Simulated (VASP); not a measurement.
# BaTiO3 (Barioperovskite) (Amm2) in VASP: a series of runs, part 2 of 2

VASP 6.6.1. The steps go on from the part before.

**4. Single point, LDA+U**

This run uses another cell than the first one, of 14.15 Å³/atom, 1.048 times its volume.

Input file INCAR:

```
PREC = Accurate ; ENCUT = 520
EDIFF = 1E-7 ; ISMEAR = 0
SIGMA = 0.01 ; LREAL = False
LASPH = True ; NELM = 150
ALGO = Normal ; ISIF = 2
LWAVE = False ; LCHARG = False
LMAXMIX = 4 ; LDAU = True
LDAUTYPE = 2 ; LDAUL = -1 2 -1
LDAUU = 0 2 0 ; LDAUJ = 0 0 0
LDAUPRINT = 1 ; NBANDS = 28
```

Input file KPOINTS:

```
Automatic mesh
0
Gamma
  5 5 5
```

Input file POSCAR:

```
BaTiO3
1.0
    4.1141524002      0.0000000000      0.0000000000
    0.0000000000      2.9284754595      2.9369917705
    0.0000000000     -2.9284754595      2.9369917705
Ba Ti O
1 1 3
Direct
    0.0000000000      0.0000000000      0.0000000000
    0.5000000000      0.5124000000      0.5124000000
    0.0000000000      0.4874000000      0.4874000000
    0.5000000000      0.5052400000      0.9918400000
    0.5000000000      0.9918400000      0.5052400000
```

Potentials or basis: VASP PAW LDA potentials, release 64 (Ba_sv, Ti_sv, O).

Command:

```console
cat potpaw_LDA.64/Ba_sv/POTCAR potpaw_LDA.64/Ti_sv/POTCAR potpaw_LDA.64/O/POTCAR > POTCAR
mpirun -np 1 vasp_std > vasp.out
```

OUTCAR:

```text
PREC = Accurate
   ENCUT = 520
   EDIFF = 1E-7
   ISMEAR = 0
   LREAL = False
   LASPH = True
   NELM = 150
   ISIF = 2

 ion  position               nearest neighbor table
   1  0.000  0.000  0.000-   3 2.86   4 2.91   5 2.91   4 2.91   5 2.91   3 2.93   3 2.93   4 2.94
                             5 2.94   5 2.94   4 2.94   3 3.01   2 3.53   2 3.53   2 3.58   2 3.58
   2  0.500  0.512  0.512-   4 1.99   5 1.99   3 2.06   3 2.06   5 2.16   4 2.16   1 3.53   1 3.53
                             1 3.58   1 3.58   1 3.58   1 3.58   1 3.65   1 3.65
   3  0.000  0.487  0.487-   2 2.06   2 2.06   1 2.86   1 2.93   1 2.93   1 3.01
   4  0.500  0.505  0.992-   2 1.99   2 2.16   1 2.91   1 2.91   1 2.94   1 2.94
   5  0.500  0.992  0.505-   2 1.99   2 2.16   1 2.91   1 2.91   1 2.94   1 2.94

  LATTYP: Found a base centered orthorhombic cell.
 ALAT       =     5.8569509190
 B/A-ratio  =     1.0029081039
 C/A-ratio  =     0.7024392823

  Lattice vectors:

 A1 = (   0.0000000000,   2.9284754595,  -2.9369917705)
 A2 = (   0.0000000000,   2.9284754595,   2.9369917705)
 A3 = (   4.1141524002,   0.0000000000,   0.0000000000)

Analysis of symmetry for initial positions (statically):
=====================================================================
 Subroutine PRICEL returns:
 Original cell was already a primitive cell.

 Routine SETGRP: Setting up the symmetry group for a
 base centered orthorhombic supercell.

 Subroutine GETGRP returns: Found  4 space group operations
 (whereof  4 operations were pure point group operations)
 out of a pool of  8 trial point group operations.

The static configuration has the point symmetry C_2v.

Analysis of symmetry for dynamics (positions and initial velocities):
=====================================================================
 Subroutine PRICEL returns:
 Original cell was already a primitive cell.

 Routine SETGRP: Setting up the symmetry group for a
 base centered orthorhombic supercell.

 Subroutine GETGRP returns: Found  4 space group operations
 (whereof  4 operations were pure point group operations)
 out of a pool of  8 trial point group operations.

The dynamic configuration has the point symmetry C_2v.

 Subroutine INISYM returns: Found  4 space group operations
 (whereof  4 operations are pure point group operations),
 and found     1 'primitive' translations

----------------------------------------------------------------------------------------

                                     Primitive cell

  volume of cell :      70.7709

  direct lattice vectors                    reciprocal lattice vectors
     4.114152400  0.000000000  0.000000000     0.243063431  0.000000000  0.000000000
     0.000000000  2.928475459  2.936991771     0.000000000  0.170737302  0.170242220
     0.000000000 -2.928475459  2.936991771     0.000000000 -0.170737302  0.170242220

  length of vectors
     4.114152400  4.147516025  4.147516025     0.243063431  0.241109187  0.241109187

  position of ions in fractional coordinates (direct lattice)
     0.000000000  0.000000000  0.000000000
     0.500000000  0.512400000  0.512400000
     0.000000000  0.487400000  0.487400000
     0.500000000  0.505240000  0.991840000
     0.500000000  0.991840000  0.505240000
[... 104 lines left out ...]
   LORBIT       =      0    0 simple, 1 ext, 2 COOP (PROOUT), +10 PAW based schemes
 LDA+U is selected, type is set to LDAUTYPE =  2
   angular momentum for each species LDAUL =    -1    2   -1
   U (eV)           for each species LDAUU =   0.0  2.0  0.0
   J (eV)           for each species LDAUJ =   0.0  0.0  0.0
   GGA     = CA    functional components
   LHFCALC =     F    Hartree Fock is set to
   AEXX    =    0.0000 exact exchange contribution
   IVDW    =     0    specifies the selected vdW correction
   LEPSILON=     F    determine dielectric tensor
   LRPA    =     F    only Hartree local field effects (RPA)
 non-spin polarized calculation
 Gauss-broadening in eV      SIGMA  =   0.01
  energy-cutoff  :      520.00
  volume of cell :       70.77
 maximum number of plane-waves:      1923
 NGX is ok and might be reduce to    32
   NGX = 15   NGY = 15   NGZ = 15

atom =   2  type =  2  l = 2

 onsite density matrix

spin component  1

  0.1152  0.0000  0.0000  0.0000  0.0000
  0.0000  0.2280  0.0000  0.0000  0.0000
  0.0000  0.0000  0.1414  0.0000 -0.0469
  0.0000  0.0000  0.0000  0.1164  0.0000
  0.0000  0.0000 -0.0469  0.0000  0.1996

spin component  2

  0.1152  0.0000  0.0000  0.0000  0.0000
  0.0000  0.2280  0.0000  0.0000  0.0000
  0.0000  0.0000  0.1414  0.0000 -0.0469
  0.0000  0.0000  0.0000  0.1164  0.0000
  0.0000  0.0000 -0.0469  0.0000  0.1996

 occupancies and eigenvectors

  o =  0.1152  v =  1.0000  0.0000  0.0000  0.0000  0.0000  0.0000  0.0000  0.0000  0.0000  0.0000      0.0000  0.0000  0.0000  0.0000  0.0000  0.0000  0.0000  0.0000  0.0000  0.0000
  o =  0.1152  v =  0.0000  0.0000  0.0000  0.0000  0.0000  1.0000  0.0000  0.0000  0.0000  0.0000      0.0000  0.0000  0.0000  0.0000  0.0000  0.0000  0.0000  0.0000  0.0000  0.0000
  o =  0.1153  v =  0.0000  0.0000 -0.8737  0.0000 -0.4865  0.0000  0.0000  0.0000  0.0000  0.0000      0.0000  0.0000  0.0000  0.0000  0.0000  0.0000  0.0000  0.0000  0.0000  0.0000
  o =  0.1153  v =  0.0000  0.0000  0.0000  0.0000  0.0000  0.0000  0.0000 -0.8737  0.0000 -0.4865      0.0000  0.0000  0.0000  0.0000  0.0000  0.0000  0.0000  0.0000  0.0000  0.0000
  o =  0.1164  v =  0.0000  0.0000  0.0000  1.0000  0.0000  0.0000  0.0000  0.0000  0.0000  0.0000      0.0000  0.0000  0.0000  0.0000  0.0000  0.0000  0.0000  0.0000  0.0000  0.0000
  o =  0.1164  v =  0.0000  0.0000  0.0000  0.0000  0.0000  0.0000  0.0000  0.0000  1.0000  0.0000      0.0000  0.0000  0.0000  0.0000  0.0000  0.0000  0.0000  0.0000  0.0000  0.0000
  o =  0.2257  v =  0.0000  0.0000  0.0000  0.0000  0.0000  0.0000  0.0000 -0.4865  0.0000  0.8737      0.0000  0.0000  0.0000  0.0000  0.0000  0.0000  0.0000  0.0000  0.0000  0.0000
  o =  0.2257  v =  0.0000  0.0000 -0.4865  0.0000  0.8737  0.0000  0.0000  0.0000  0.0000  0.0000      0.0000  0.0000  0.0000  0.0000  0.0000  0.0000  0.0000  0.0000  0.0000  0.0000
  o =  0.2280  v =  0.0000  0.0000  0.0000  0.0000  0.0000  0.0000  1.0000  0.0000  0.0000  0.0000      0.0000  0.0000  0.0000  0.0000  0.0000  0.0000  0.0000  0.0000  0.0000  0.0000
  o =  0.2280  v =  0.0000  1.0000  0.0000  0.0000  0.0000  0.0000  0.0000  0.0000  0.0000  0.0000      0.0000  0.0000  0.0000  0.0000  0.0000  0.0000  0.0000  0.0000  0.0000  0.0000

 number of electron      40.0000010 magnetization

 Free energy of the ion-electron system (eV)
  ---------------------------------------------------
  ext. energy  EPLUGINS =         0.00000000
  ---------------------------------------------------
  free energy    TOTEN  =       -42.22959421 eV

  energy without entropy =      -42.22959421  energy(sigma->0) =      -42.22959421

 E-fermi :   2.8617     XC(G=0): -11.2389

 val. band max:        2.7364499607   @ k =   0.4000   0.4000   0.4000
 cond. band min:       4.6189559977   @ k =   0.0000   0.0000   0.0000
 fundamental gap:      1.8825060370
 Fermi energy:         2.8617432716

 k-point     1 :       0.0000    0.0000    0.0000
  band No.  band energies     occupation
      1     -53.9221      2.00000
      2     -30.4774      2.00000
      3     -30.4764      2.00000
      4     -30.4643      2.00000
      5     -22.0648      2.00000
      6     -13.5194      2.00000
[... 733 lines left out ...]
     27       9.7302      0.00000
     28       9.7517      0.00000

 [... further k-points ...]

------------------------ aborting loop because EDIFF is reached ----------------------------------------

  FORCE on cell =-STRESS in cart. coord.  units (eV):
  Direction    XX          YY          ZZ          XY          YZ          ZX
  --------------------------------------------------------------------------------------
  -------------------------------------------------------------------------------------
  Total       -7.8089240     -7.7185820     -7.9474773      0.0000000      0.0000000      0.0000000
  in kB     -176.7856818   -174.7404367   -179.9223812      0.0000000      0.0000000      0.0000000
  external PRESSURE =    -177.1494999 kB  Pullay stress =       0.0000000 kB

 VOLUME and BASIS-vectors are now :
 -----------------------------------------------------------------------------
  energy-cutoff  :      520.00
  volume of cell :       70.77
      direct lattice vectors                 reciprocal lattice vectors
     4.114152400  0.000000000  0.000000000     0.243063431  0.000000000  0.000000000
     0.000000000  2.928475459  2.936991771     0.000000000  0.170737302  0.170242220
     0.000000000 -2.928475459  2.936991771     0.000000000 -0.170737302  0.170242220

 POSITION                                       TOTAL-FORCE (eV/Angst)
 -----------------------------------------------------------------------------------
      0.00000      0.00000      0.00000         0.000000     -0.000000      0.152547
      2.05708      0.00000      3.00983         0.000000     -0.000000      0.399499
      0.00000      0.00000      2.86298         0.000000     -0.000000      0.260468
      2.05708     -1.42500      4.39691         0.000000      0.231781     -0.406257
      2.05708      1.42500      4.39691         0.000000     -0.231781     -0.406257
 -----------------------------------------------------------------------------------
    total drift:                                0.000000      0.000001     -0.000238

  FREE ENERGIE OF THE ION-ELECTRON SYSTEM (eV)
  ---------------------------------------------------
  free  energy   TOTEN  =       -42.2295942097 eV

  energy  without entropy=      -42.2295942097  energy(sigma->0) =      -42.22959421
```

Run time: 17 s. Hardware: 1 thread of Intel Xeon 6975P-C (Granite Rapids), shared host; peak memory 0.18 GiB.

Results:

| Quantity | Value |
| --- | --- |
| Free energy | -42.2296 eV |
| Pressure | -17.7 GPa |
| Largest force | 0.468 eV/Å |
| Band gap on the k mesh | 1.88 eV, indirect (least direct gap 2.06 eV) |

Forces on the atoms (eV/Å):
```
Ba   0.000  0.000  0.153
Ti   0.000  0.000  0.399
O    0.000  0.000  0.260
O    0.000  0.232 -0.406
O    0.000 -0.232 -0.406
```

Eigenvalues of the final occupation matrices:
```tsv
site	spin	trace	eigenvalues
site 2 d	1	0.80	0.12 0.12 0.12 0.23 0.23
site 2 d	2	0.80	0.12 0.12 0.12 0.23 0.23
```

Caveat: spin-orbit coupling is left out, which moves the levels of the heavy elements. A k mesh can miss the band edges.

**5. Single point, LDA+U**

Input file INCAR:

```
SYSTEM = BaTiO3
PREC = Accurate
ENCUT = 910
EDIFF = 1E-6
ISMEAR = 0
SIGMA = 0.01
LREAL = .FALSE.
LASPH = .TRUE.
NELM = 200
ALGO = Normal
ISIF = 2
LWAVE = .FALSE.
LCHARG = .TRUE.
LMAXMIX = 4
LDAU = .TRUE.
LDAUTYPE = 2
LDAUL = -1 2 -1
LDAUU = 0 2 0
LDAUJ = 0 0 0
LDAUPRINT = 1
GGA = CA
LELF = .TRUE.
LVHAR = .TRUE.
NBANDS = 28
GGA_COMPAT = .FALSE.
```

Input file KPOINTS:

```
regular mesh
0
G
  5 5 5
  0 0 0
```

Edit POSCAR of step 4 so:

```diff
@@ -2,5 +2,5 @@
 1.0
-    4.1141524002      0.0000000000      0.0000000000
-    0.0000000000      2.9284754595      2.9369917705
-    0.0000000000     -2.9284754595      2.9369917705
+    4.0508476801      0.0000000000      0.0000000000
+    0.0000000000      2.8834148246      2.8918000946
+    0.0000000000     -2.8834148246      2.8918000946
 Ba Ti O
```

Potentials or basis: VASP PAW LDA potentials, release 64 (Ba_sv, Ti_sv, O_h).

Command:

```console
cat potpaw_LDA.64/Ba_sv/POTCAR potpaw_LDA.64/Ti_sv/POTCAR potpaw_LDA.64/O_h/POTCAR > POTCAR
mpirun -np 1 vasp_std > vasp.out
```

Run time: 85 s. Hardware: 1 thread of Intel Xeon Platinum 8375C at 2.90GHz (Ice Lake), shared host; peak memory 0.28 GiB.

The run converged. Its results:

* Free energy: -42.5527 eV
* Pressure: -12.5 GPa
* Largest force: 0.310 eV/Å
* Band gap on the k mesh: 1.99 eV, indirect (least direct gap 2.13 eV)

Forces on the atoms (eV/Å):
```
Ba   0.000  0.000  0.159
Ti   0.000  0.000  0.188
O    0.000  0.000  0.248
O    0.000  0.088 -0.297
O    0.000 -0.088 -0.297
```

Stress tensor (GPa, compression positive):
```
-12.48   0.00   0.00
  0.00 -12.29   0.00
  0.00   0.00 -12.87
```

Levels at points of the mesh, in eV from the valence-band top:
```
           k point  band 16  band 17  band 18  band 19  band 20  band 21  band 22  band 23  band 24  band 25
(0.00, 0.00, 0.00)    -0.97    -0.92    -0.26    -0.18    -0.14     1.99     2.05     2.18     3.86     3.90
```

Eigenvalues of the final occupation matrices:
| site | spin | trace | eigenvalues |
| --- | --- | --- | --- |
| site 2 d | 1 | 0.82 | 0.12 0.12 0.12 0.23 0.24 |
| site 2 d | 2 | 0.82 | 0.12 0.12 0.12 0.23 0.24 |

Caveat: the cutoff is under 1.25 times the usual one of these potentials, so pressure, stress and relaxed cells hold a basis-set (Pulay) error; spin-orbit coupling is left out, which moves the levels of the heavy elements. A k mesh can miss the band edges.

**6. Single point, LDA+U**

This run uses another cell than the first one, of 13.83 Å³/atom, 1.024 times its volume.

Input file INCAR:

```
SYSTEM = BaTiO3
PREC = Accurate ; ENCUT = 910
EDIFF = 1E-6 ; ISMEAR = 0
SIGMA = 0.01 ; LREAL = .False.
LASPH = .True. ; NELM = 200
ALGO = Normal ; ISIF = 2
LWAVE = .False. ; LCHARG = .False.
LMAXMIX = 4 ; LDAU = .True.
LDAUTYPE = 2 ; LDAUL = -1 2 -1
LDAUU = 0 2 0 ; LDAUJ = 0 0 0
LDAUPRINT = 1 ; GGA = CA
NBANDS = 28 ; GGA_COMPAT = .False.
```

Input file KPOINTS:

```
Automatic mesh
0
Gamma
  5 5 5
  0 0 0
```

Edit POSCAR of step 5 so:

```diff
@@ -2,5 +2,5 @@
 1.0
-    4.0508476801      0.0000000000      0.0000000000
-    0.0000000000      2.8834148246      2.8918000946
-    0.0000000000     -2.8834148246      2.8918000946
+    4.0827454318      0.0000000000      0.0000000000
+    0.0000000000      2.9061198132      2.9145711116
+    0.0000000000     -2.9061198132      2.9145711116
 Ba Ti O
```

Potentials or basis: VASP PAW LDA potentials, release 64 (Ba_sv, Ti_sv, O_h).

Command:

```console
cat potpaw_LDA.64/Ba_sv/POTCAR potpaw_LDA.64/Ti_sv/POTCAR potpaw_LDA.64/O_h/POTCAR > POTCAR
mpirun -np 1 vasp_std > vasp.out
```

It took 40 s on 1 thread of Intel Xeon 6975P-C (Granite Rapids), shared host; peak memory 0.28 GiB.

Results (log left out):

| Property | Result |
| --- | --- |
| Free energy | -42.4157 eV |
| Pressure | -15.5 GPa |
| Largest force | 0.392 eV/Å |
| Band gap on the k mesh | 1.94 eV, indirect (least direct gap 2.10 eV) |

Forces in eV/Å, atoms in the order of the input:
```
Ba   0.000  0.000  0.156
Ti   0.000  0.000  0.302
O    0.000  0.000  0.254
O    0.000  0.165 -0.356
O    0.000 -0.165 -0.356
```

Stress tensor (GPa, compression positive):
```
-15.45   0.00   0.00
  0.00 -15.21   0.00
  0.00   0.00 -15.76
```

Levels at points of the mesh, in eV from the valence-band top:
```
           k point  band 16  band 17  band 18  band 19  band 20  band 21  band 22  band 23  band 24  band 25
(0.00, 0.00, 0.00)    -0.94    -0.89    -0.28    -0.20    -0.16     1.94     1.99     2.12     3.70     3.75
```

Eigenvalues of the final occupation matrices:
| site | spin | trace | eigenvalues |
| --- | --- | --- | --- |
| site 2 d | 1 | 0.81 | 0.12 0.12 0.12 0.23 0.23 |
| site 2 d | 2 | 0.81 | 0.12 0.12 0.12 0.23 0.23 |

Caveat: the cutoff is under 1.25 times the usual one of these potentials, so pressure, stress and relaxed cells hold a basis-set (Pulay) error; spin-orbit coupling is left out, which moves the levels of the heavy elements.

**7. Single point, LDA+U**

This run uses another cell than the first one, of 14.15 Å³/atom, 1.048 times its volume.

Input file INCAR:

```
PREC = Accurate ; ENCUT = 910
EDIFF = 1E-6 ; ISMEAR = 0
SIGMA = 0.01 ; LREAL = False
LASPH = True ; NELM = 200
ALGO = Normal ; ISIF = 2
LWAVE = False ; LCHARG = False
LMAXMIX = 4 ; LDAU = True
LDAUTYPE = 2 ; LDAUL = -1 2 -1
LDAUU = 0 2 0 ; LDAUJ = 0 0 0
LDAUPRINT = 1 ; NBANDS = 28
GGA_COMPAT = False
```

Input file KPOINTS:

```
Automatic mesh
0
Gamma
  5 5 5
```

Edit POSCAR of step 6 so:

```diff
@@ -2,5 +2,5 @@
 1.0
-    4.0827454318      0.0000000000      0.0000000000
-    0.0000000000      2.9061198132      2.9145711116
-    0.0000000000     -2.9061198132      2.9145711116
+    4.1141524002      0.0000000000      0.0000000000
+    0.0000000000      2.9284754595      2.9369917705
+    0.0000000000     -2.9284754595      2.9369917705
 Ba Ti O
```

Command:

```console
cat potpaw_LDA.64/Ba_sv/POTCAR potpaw_LDA.64/Ti_sv/POTCAR potpaw_LDA.64/O_h/POTCAR > POTCAR
mpirun -np 1 vasp_std > vasp.out
```

Wall time 54 s (1 thread of Intel Xeon 6975P-C (Granite Rapids), shared host); peak memory 0.29 GiB.

Results (log left out):

```yaml
Free_energy: -42.2513 eV
Pressure: -18.0 GPa
Largest_force: 0.472 eV/Å
Band_gap_on_the_k_mesh: 1.89 eV, indirect (least direct gap 2.06 eV)
```

Forces on the atoms (eV/Å):
```
Ba   0.000  0.000  0.152
Ti   0.000  0.000  0.409
O    0.000  0.000  0.258
O    0.000  0.235 -0.409
O    0.000 -0.235 -0.409
```

Stress tensor (GPa, compression positive):
```
-17.96   0.00   0.00
  0.00 -17.77   0.00
  0.00   0.00 -18.28
```

Levels at points of the mesh, in eV from the valence-band top:
| k point | band 18 | band 19 | band 20 | band 21 | band 22 | band 23 |
| --- | --- | --- | --- | --- | --- | --- |
| (0.00, 0.00, 0.00) | -0.29 | -0.21 | -0.17 | 1.89 | 1.94 | 2.06 |

Eigenvalues of the final occupation matrices:
| site | spin | trace | eigenvalues |
| --- | --- | --- | --- |
| site 2 d | 1 | 0.80 | 0.12 0.12 0.12 0.23 0.23 |
| site 2 d | 2 | 0.80 | 0.12 0.12 0.12 0.23 0.23 |

Caveat: the cutoff is under 1.25 times the usual one of these potentials, so pressure, stress and relaxed cells hold a basis-set (Pulay) error; spin-orbit coupling is left out, which moves the levels of the heavy elements. A k mesh can miss the band edges.

**8. Overview**

| potentials or basis | cell | cutoff (eV) | second run | gap on the mesh (eV) | pressure (GPa) | largest force (eV/Å) |
| --- | --- | --- | --- | --- | --- | --- |
| VASP PAW LDA potentials, release 64 (Ba_sv, Ti_sv, O) | a = 4.051, b = 4.084, c = 4.084 Å, angles 89.8, 90.0, 90.0°, 5 atoms | 520 | - | 1.99 | -12.2 | 0.30 |
| VASP PAW LDA potentials, release 64 (Ba_sv, Ti_sv, O) | a = 4.083, b = 4.116, c = 4.116 Å, angles 89.8, 90.0, 90.0°, 5 atoms | 520 | - | 1.94 | -15.2 | 0.39 |
| VASP PAW LDA potentials, release 64 (Ba_sv, Ti_sv, O) | a = 4.114, b = 4.148, c = 4.148 Å, angles 89.8, 90.0, 90.0°, 5 atoms | 520 | - | 1.88 | -17.7 | 0.47 |
| VASP PAW LDA potentials, release 64 (Ba_sv, Ti_sv, O_h) | a = 4.051, b = 4.084, c = 4.084 Å, angles 89.8, 90.0, 90.0°, 5 atoms | 910 | hard_potentials | 1.99 | -12.5 | 0.31 |
| VASP PAW LDA potentials, release 64 (Ba_sv, Ti_sv, O_h) | a = 4.083, b = 4.116, c = 4.116 Å, angles 89.8, 90.0, 90.0°, 5 atoms | 910 | hard_potentials | 1.94 | -15.5 | 0.39 |
| VASP PAW LDA potentials, release 64 (Ba_sv, Ti_sv, O_h) | a = 4.114, b = 4.148, c = 4.148 Å, angles 89.8, 90.0, 90.0°, 5 atoms | 910 | hard_potentials | 1.89 | -18.0 | 0.47 |

Alike in all rows: task single point; level LDA+U; no spin polarisation; Ti d U = 2.0 eV; k mesh 5 × 5 × 5; smearing gaussian 0.01 eV.

Caveats: spin-orbit coupling is left out, which moves the levels of the heavy elements; the cutoff is under 1.25 times the usual one of these potentials, so pressure, stress and relaxed cells hold a basis-set (Pulay) error (some runs).

Total energies depend on the potentials used, so only differences within one code and one set of settings carry meaning.
